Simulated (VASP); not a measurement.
# GaSb3 (P3m1) in VASP: single point with PBE

Aim: the single point of GaSb3 with PBE.

Program: VASP 6.6.1. These are calculated values, not measurements. Logs are shortened: lines on timing, memory, paths and dates and some standing lists are left out, and cuts for length are marked.

## (1) The cell of the first run

It takes space group P3m1 (No. 156, trigonal). Conventional cell: a = 4.422 Å, b = 4.422 Å, c = 7.366 Å, α = 90.00°, β = 90.00°, γ = 120.00°. Within 3.6 Å of Ga (site symmetry 3m) lie 4 Sb at 2.71 Å. Sb (site symmetry 3m) has 3 Ga at 2.71 Å and 3 Sb at 3.43 Å within 3.6 Å. Within 3.6 Å of Sb (site symmetry 3m) lie 1 Ga at 2.71 Å and 3 Sb at 2.94 Å. Within 3.9 Å of Sb (site symmetry 3m) lie 6 Sb at 2.94 to 3.43 Å.

## (2) Single point, PBE

Input file INCAR:

```
PREC = Accurate
ENCUT = 500
EDIFF = 1E-6
ISMEAR = 0
SIGMA = 0.2
LREAL = F
LASPH = T
NELM = 120
ALGO = Normal
ISIF = 2
LWAVE = F
LCHARG = T
GGA = PE
LELF = T
LVHAR = T
NBANDS = 22
GGA_COMPAT = F
```

Input file KPOINTS:

```
Automatic mesh
0
Gamma
  5 5 3
```

Input file POSCAR:

```
GaSb3
1.0
    4.4216112956      0.0000000000      0.0000000000
   -2.2108056478      3.8292277077      0.0000000000
    0.0000000000      0.0000000000      7.3663738246
Ga Sb
1 3
Direct
    0.3333333333      0.6666666667      0.1295161423
    0.0000000000      0.0000000000      0.0073579644
    0.3333333333      0.6666666667      0.4980481624
    0.6666666667      0.3333333333      0.6960777309
```

Potentials or basis: VASP PAW PBE potentials, release 64 (Ga_d, Sb).

Command:

```console
> cat potpaw_PBE.64/Ga_d/POTCAR potpaw_PBE.64/Sb/POTCAR > POTCAR
> mpirun -np 1 vasp_std > vasp.out
```

OUTCAR:

```text
PREC = Accurate
   ENCUT = 500
   EDIFF = 1E-6
   ISMEAR = 0
   LREAL = F
   LASPH = T
   NELM = 120
   ISIF = 2
   GGA = PE

 ion  position               nearest neighbor table
   1  0.333  0.667  0.130-   2 2.71   2 2.71   2 2.71   3 2.71
   2  0.000  0.000  0.007-   1 2.71   1 2.71   1 2.71   4 3.43   4 3.43   4 3.43
   3  0.333  0.667  0.498-   1 2.71   4 2.94   4 2.94   4 2.94
   4  0.667  0.333  0.696-   3 2.94   3 2.94   3 2.94   2 3.43   2 3.43   2 3.43

  LATTYP: Found a hexagonal cell.
 ALAT       =     4.4216112956
 C/A-ratio  =     1.6659930808

  Lattice vectors:

 A1 = (   4.4216112956,   0.0000000000,   0.0000000000)
 A2 = (  -2.2108056478,   3.8292277077,   0.0000000000)
 A3 = (   0.0000000000,   0.0000000000,   7.3663738246)

Analysis of symmetry for initial positions (statically):
=====================================================================
 Subroutine PRICEL returns:
 Original cell was already a primitive cell.

 Routine SETGRP: Setting up the symmetry group for a
 hexagonal supercell.

 Subroutine GETGRP returns: Found  6 space group operations
 (whereof  6 operations were pure point group operations)
 out of a pool of 24 trial point group operations.

The static configuration has the point symmetry C_3v.

Analysis of symmetry for dynamics (positions and initial velocities):
=====================================================================
 Subroutine PRICEL returns:
 Original cell was already a primitive cell.

 Routine SETGRP: Setting up the symmetry group for a
 hexagonal supercell.

 Subroutine GETGRP returns: Found  6 space group operations
 (whereof  6 operations were pure point group operations)
 out of a pool of 24 trial point group operations.

The dynamic configuration has the point symmetry C_3v.

 Subroutine INISYM returns: Found  6 space group operations
 (whereof  6 operations are pure point group operations),
 and found     1 'primitive' translations

----------------------------------------------------------------------------------------

                                     Primitive cell

  volume of cell :     124.7227

  direct lattice vectors                    reciprocal lattice vectors
[... 73 lines left out ...]
   LNONCOLLINEAR =      F non collinear calculations
   LSORBIT =      F    spin-orbit coupling
   LASPH  =      T    aspherical Exc in radial PAW
   ENCUT  =  500.0 eV  36.75 Ry    6.06 a.u.   8.06  8.06 13.43*2*pi/ulx,y,z
   NELM   =    120;   NELMIN=  2; NELMDL= -5     # of ELM steps
   EDIFF  = 0.1E-05   stopping-criterion for ELM
   LREAL  =      F    real-space projection
   EDIFFG = 0.1E-04   stopping-criterion for IOM
   NSW    =      0    number of steps for IOM
   IBRION =     -1    ionic relax: 0-MD 1-quasi-New 2-CG
   NFREE  =      0    steps in history (QN), initial steepest desc. (CG)
   ISIF   =      2    stress and relaxation
   ISYM   =      2    0-nonsym 1-usesym 2-fastsym
   POTIM  = 0.5000    time-step for ionic-motion
   TEBEG  =    0.0;   TEEND  =   0.0 temperature during run
   PSTRESS=    0.0 pullay stress
   NELECT =      28.0000    total number of electrons
   NUPDOWN=      -1.0000    fix difference up-down
   EMIN   =  10.00;   EMAX   =-10.00  energy-range for DOS
   EFERMI =   0.00;   METHOD = LEGACY
   ISMEAR =     0;   SIGMA  =   0.20  broadening in eV -4-tet -1-fermi 0-gaus
   EFERMI_NEDOS =   21; number of points for ismear=-14 and -15
   IALGO  =     38    algorithm
   IMIX   =      4    mixing-type and parameters
     AMIX     =   0.40;   BMIX     =  1.00
     AMIX_MAG =   1.60;   BMIX_MAG =  1.00
  volume/ion in A,a.u.               =      31.18       210.42
  Fermi-wavevector in a.u.,A,eV,Ry     =   0.994975  1.880231 13.469442  0.989976
  Thomas-Fermi vector in A             =   2.126964
   LORBIT       =      0    0 simple, 1 ext, 2 COOP (PROOUT), +10 PAW based schemes
   GGA     = PE    functional components
   LHFCALC =     F    Hartree Fock is set to
   AEXX    =    0.0000 exact exchange contribution
   IVDW    =     0    specifies the selected vdW correction
   LEPSILON=     F    determine dielectric tensor
   LRPA    =     F    only Hartree local field effects (RPA)
 non-spin polarized calculation
 Gauss-broadening in eV      SIGMA  =   0.20
  energy-cutoff  :      500.00
  volume of cell :      124.72
 maximum number of plane-waves:      3174
   NGX = 17   NGY = 17   NGZ = 27

 number of electron      28.0000001 magnetization

 Free energy of the ion-electron system (eV)
  ---------------------------------------------------
  ext. energy  EPLUGINS =         0.00000000
  ---------------------------------------------------
  free energy    TOTEN  =       -15.29038288 eV

  energy without entropy =      -15.28528939  energy(sigma->0) =      -15.28783614

 E-fermi :   5.2968     XC(G=0):  -9.0700

 val. band max:        5.0293582749   @ k =   0.2000  -0.0000   0.3333
 cond. band min:       5.4757351036   @ k =   0.0000   0.0000   0.0000
 fundamental gap:      0.4463768287
 Fermi energy:         5.2968211806

 k-point     1 :       0.0000    0.0000    0.0000
  band No.  band energies     occupation
      1      -9.5803      2.00000
      2      -9.5364      2.00000
      3      -9.5364      2.00000
      4      -9.5027      2.00000
      5      -9.5027      2.00000
      6      -6.4959      2.00000
[... 289 lines left out ...]
     21      11.7325      0.00000
     22      12.3026      0.00000

------------------------ aborting loop because EDIFF is reached ----------------------------------------

  FORCE on cell =-STRESS in cart. coord.  units (eV):
  Direction    XX          YY          ZZ          XY          YZ          ZX
  --------------------------------------------------------------------------------------
  -------------------------------------------------------------------------------------
  Total       -0.0774727     -0.0774727      0.2548448      0.0000000      0.0000000      0.0000000
  in kB       -0.9952074     -0.9952074      3.2737149      0.0000000      0.0000000      0.0000000
  external PRESSURE =       0.4277667 kB  Pullay stress =       0.0000000 kB

 VOLUME and BASIS-vectors are now :
 -----------------------------------------------------------------------------
  energy-cutoff  :      500.00
  volume of cell :      124.72
      direct lattice vectors                 reciprocal lattice vectors
     4.421611296  0.000000000  0.000000000     0.226161897  0.130574632  0.000000000
    -2.210805648  3.829227708  0.000000000     0.000000000  0.261149265  0.000000000
     0.000000000  0.000000000  7.366373825     0.000000000  0.000000000  0.135752003

 POSITION                                       TOTAL-FORCE (eV/Angst)
 -----------------------------------------------------------------------------------
     -0.00000      2.55282      0.95406         0.000000      0.000000     -0.052657
      0.00000      0.00000      0.05420        -0.000000     -0.000000      0.058225
     -0.00000      2.55282      3.66881        -0.000000     -0.000000      0.018082
      2.21081      1.27641      5.12757        -0.000000     -0.000000     -0.023650
 -----------------------------------------------------------------------------------
    total drift:                                0.000002     -0.000001      0.000073

  FREE ENERGIE OF THE ION-ELECTRON SYSTEM (eV)
  ---------------------------------------------------
  free  energy   TOTEN  =       -15.2903828836 eV

  energy  without entropy=      -15.2852893927  energy(sigma->0) =      -15.28783614
```

Run time: 39 s. Hardware: 1 thread of AMD EPYC 7R43 (Zen 3), shared host; peak memory 0.2 GiB.

What came out:

```yaml
Free_energy: -15.2904 eV
Pressure: 0.0 GPa
Largest_force: 0.058 eV/Å
Band_gap_on_the_k_mesh: 0.45 eV (least direct gap 0.65 eV)
```

Forces in eV/Å, atoms in the order of the input:
```
Ga   0.000  0.000 -0.053
Sb   0.000  0.000  0.058
Sb   0.000  0.000  0.018
Sb   0.000  0.000 -0.024
```

Stress tensor (GPa, compression positive):
```
-0.10  0.00  0.00
 0.00 -0.10  0.00
 0.00  0.00  0.33
```

Levels at points of the mesh, in eV from the valence-band top:
```
           k point  band 11  band 12  band 13  band 14  band 15  band 16  band 17  band 18
(0.00, 0.00, 0.00)    -1.20    -0.66    -0.41    -0.41     0.45     2.00     2.00     2.43
```

Caveat: spin-orbit coupling is left out, which moves the levels of the heavy elements; an odd mesh through Γ misses points on the zone boundary, where band edges can lie.
